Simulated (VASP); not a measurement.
C:

```
CELL_PARAMETERS angstrom
1.69430 -2.86618 0.00000
1.69430 2.86618 0.00000
-0.21363 0.00000 1.26852
ATOMIC_POSITIONS crystal
C 0.50000 0.50000 0.50000
```

| Property | Result |
| --- | --- |
| Program | VASP 6.6.1 |
| Task | relaxation of cell and atoms |
| Functional | PBE |
| Potentials or basis | VASP PAW PBE potentials, release 64 (C) |
| Cutoff | 600 eV |
| k mesh | 20 × 20 × 42 |
| Occupations | gaussian, width 0.1 eV |
| Spin | no spin polarisation |

At the start: pressure 0.2 GPa; volume 12.32 Å³/atom.

**Question.** How do energy, volume and symmetry change on relaxing?

**Answer.** Over 20 steps the energy falls by 42.0 meV/atom and the volume is 17.41 Å³/atom (+41.3 %); space group C2/m (No. 12, to 0.05 Å).

The path:
```tsv
step	energy change (eV)	largest force (eV/Å)	pressure (GPa)	volume (Å³)
1	0.0000	0.0000	0.22	12.32
2	0.0173	0.0000	12.73	12.35
3	-0.0023	0.0000	3.27	12.33
4	-0.0094	0.0000	2.45	12.73
5	-0.0236	0.0000	0.49	13.96
6	-0.0377	0.0000	-2.10	16.61
7	-0.0408	0.0000	-0.59	16.86
8	-0.0414	0.0000	0.11	16.97
9	-0.0412	0.0000	1.33	17.17
10	-0.0415	0.0000	0.59	17.04
11	-0.0415	0.0000	0.68	17.06
12	-0.0415	0.0000	0.63	17.05
13	-0.0416	0.0000	0.57	17.14
14	-0.0417	0.0000	0.58	17.17
15	-0.0418	0.0000	0.55	17.25
16	-0.0419	0.0000	0.47	17.39
17	-0.0418	0.0000	0.61	17.32
18	-0.0418	0.0000	0.54	17.37
19	-0.0419	0.0000	-0.13	17.42
20	-0.0420	0.0000	0.03	17.41
```

Final structure:
```yaml
crystal:
  lattice:
    - [2.00253, -3.42436, 0.05270]
    - [2.00253, 3.42436, 0.05270]
    - [-0.21304, 0.00000, 1.26376]
  atoms:
    - { symbol: C, position: [0.50000, 0.50000, 0.50000] }
```

Caveat: the volume moved by over 15 % at a fixed basis, so the end points are rough.
